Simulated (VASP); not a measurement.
Wanted: the native input for a VASP 6.6.1 run.

```yaml
Task: single point
Functional: r2SCAN
Potentials_or_basis: VASP PAW PBE potentials, release 64 (Se)
Cutoff: 520 eV
k_mesh: 5 × 5 × 5
Occupations: fermi-dirac, width 0.1 eV
Spin: no spin polarisation
Dipole_correction: no
Further_INCAR_settings: ALGO = Normal; EDIFF = 1e-06; NBANDS = 13
```

Crystal: Se.

```
Se
1.0
     0.00000    3.12557    3.12557
     3.12557    0.00000    3.12557
     3.12557    3.12557    0.00000
Se
2
Cartesian
  3.1256 3.1256 3.1256
  4.6884 4.6884 4.6884
```

These files were run (other wordings do the same):

POSCAR

```
Se
1.0
    0.0000000000      3.1255670000      3.1255670000
    3.1255670000      0.0000000000      3.1255670000
    3.1255670000      3.1255670000      0.0000000000
Se
2
Direct
    0.5000000000      0.5000000000      0.5000000000
    0.7500000000      0.7500000000      0.7500000000
```

INCAR.step1

```
ALGO = Normal ; EDIFF = 1E-4
ENCUT = 520 ; GGA = PE
ISMEAR = -1 ; LASPH = True
LCHARG = False ; LREAL = False
LWAVE = True ; NBANDS = 13
NELM = 60 ; PREC = Accurate
SIGMA = 0.1
```

INCAR.step2

```
ALGO = Normal ; EDIFF = 1E-6
ENCUT = 520 ; ISIF = 2
ISMEAR = -1 ; ISTART = 1
LASPH = True ; LCHARG = False
LMIXTAU = True ; LREAL = False
LWAVE = False ; METAGGA = R2SCAN
NBANDS = 13 ; NELM = 60
PREC = Accurate ; SIGMA = 0.1
```

KPOINTS

```
k-points
0
Gamma
  5 5 5
```

Potentials or basis: VASP PAW PBE potentials, release 64 (Se).

Command:

```bash
$ cat potpaw_PBE.64/Se/POTCAR > POTCAR
$ cp INCAR.step1 INCAR
$ mpirun -np 1 vasp_std > vasp.out
$ cp INCAR.step2 INCAR
$ mpirun -np 1 vasp_std > vasp.out
```

Results of the run:

The pressure is 0.7 GPa and the band gap on the k mesh is zero (band 6 reaches 2.37 eV, above the bottom of band 7 at 1.29 eV).

Caveat: the PAW data sets were made with another functional, which shifts forces and pressure a little.

Run time: 87 s on 1 thread of AMD EPYC 7R13 (shared host), peak memory 0.18 GiB.
